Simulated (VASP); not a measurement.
Crystal: SnO2.

```xyz
12
Lattice="-3.2489 3.4145 3.4140 3.2489 -3.4145 3.4140 3.2489 3.4145 -3.4140" Properties=species:S:1:pos:R:3 pbc="T T T"
Sn    0.0000    5.1217    1.6824
Sn    3.2489   -1.7072    1.7316
Sn    1.6244    1.7072    1.7070
Sn   -1.6244    1.7072    1.7070
O     1.6421    1.7072   -0.3858
O     3.2489    3.0287    1.7347
O     4.8557    1.7072   -0.3858
O     3.2489    0.3858    1.7347
O     0.0000    3.0287    1.6793
O     0.0000    0.3858    1.6793
O    -1.6068    1.7072    3.7998
O     1.6068    1.7072    3.7998
```

Base run:

| Item | Value |
| --- | --- |
| Program | VASP 6.6.1 |
| Functional | r2SCAN |
| Potentials or basis | VASP PAW PBE potentials, release 64 (Sn_d, O) |
| Cutoff | 520 eV |
| k mesh | 5 × 5 × 5 |
| Occupations | fermi-dirac, width 0.02 eV |
| Spin | no spin polarisation |

Its results: band gap on the k mesh 1.29 eV; pressure -7.5 GPa; largest force 0.076 eV/Å.

Question: The run is repeated on the same cell with these changes: functional from r2SCAN to PBE. What comes out?

Answer: Band gap on the k mesh 0.62 eV; pressure -0.2 GPa; largest force 0.058 eV/Å.

r2SCAN gives the wider gap, since meta-GGAs in the generalised Kohn-Sham scheme recover part of the derivative discontinuity.

Caveats: spin-orbit coupling is left out, which moves the levels of the heavy elements; the PAW data sets were made with another functional, which shifts forces and pressure a little (some runs).

